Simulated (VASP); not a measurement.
A run of VASP 6.6.1:

File INCAR:

```
ALGO = Fast
EDIFF = 1E-6
ENCUT = 520
GGA = PE
ISIF = 2
ISMEAR = 0
LASPH = T
LCHARG = T
LELF = T
LREAL = F
LVHAR = T
LWAVE = F
NBANDS = 17
NELM = 80
PREC = Accurate
SIGMA = 0.1
```

File KPOINTS:

```
k-points
0
Gamma
  12 12 8
```

Contents of POSCAR:

```
Ba
1.0
    4.6043334373      0.0000000000      0.0000000000
   -2.3021667187      3.9874697242      0.0000000000
    0.0000000000      0.0000000000      7.5926926420
Ba
2
Direct
    0.3333333333      0.6666666667      0.7500000000
    0.6666666667      0.3333333333      0.2500000000
```

Potentials or basis: VASP PAW PBE potentials, release 64 (Ba_sv).

The run is started by

```sh
$ cat potpaw_PBE.64/Ba_sv/POTCAR > POTCAR
$ mpirun -np 1 vasp_std > vasp.out
```

Hardware: 1 thread of Intel(R) Xeon(R) Platinum 8488C (Sapphire Rapids) (shared host).

Estimate the wall time of this run.

Run time: 120 s on 1 thread of Intel(R) Xeon(R) Platinum 8488C (Sapphire Rapids), on a shared host, peak memory 0.37 GiB. Counts: scf iterations 12, k points 95.
